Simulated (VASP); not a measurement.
Zr:

```
CELL_PARAMETERS angstrom
3.23279 0.00000 0.00000
-1.61639 2.79968 0.00000
0.00000 0.00000 5.16912
ATOMIC_POSITIONS crystal
Zr 0.33333 0.66667 0.25000
Zr 0.66667 0.33333 0.75000
```

| Quantity | Value |
| --- | --- |
| Program | VASP 6.6.1 |
| Task | relaxation of cell and atoms |
| Functional | PBEsol |
| Potentials or basis | VASP PAW PBE potentials, release 64 (Zr_sv) |
| Cutoff | 600 eV |
| k mesh | 15 × 15 × 8 |
| Occupations | gaussian, width 0.1 eV |
| Spin | no spin polarisation |

At the start: pressure -3.7 GPa; volume 23.39 Å³/atom.

How do energy, volume and symmetry change on relaxing?

Over 8 steps the energy falls by 10.9 meV/atom and the volume is 22.48 Å³/atom (-3.9 %); space group P6_3/mmc (No. 194, to 0.05 Å).

Step by step:
```csv
step,energy change (eV),largest force (eV/Å),pressure (GPa),volume (Å³)
1,0.0000,0.0000,-3.70,46.78
2,0.0007,0.0000,4.21,43.22
3,-0.0216,0.0000,-0.03,44.98
4,-0.0216,0.0000,0.06,44.95
5,-0.0217,0.0000,0.05,44.93
6,-0.0218,0.0000,0.05,44.93
7,-0.0218,0.0000,-0.07,44.98
8,-0.0218,0.0000,0.00,44.95
```

Final structure:
```xyz
2
Lattice="3.1845 0.0000 0.0000 -1.5922 2.7578 0.0000 0.0000 0.0000 5.1186" Properties=species:S:1:pos:R:3 pbc="T T T"
Zr    0.0000    1.8386    1.2797
Zr    1.5922    0.9193    3.8390
```

Caveat: the PAW data sets were made with another functional, which shifts forces and pressure a little.
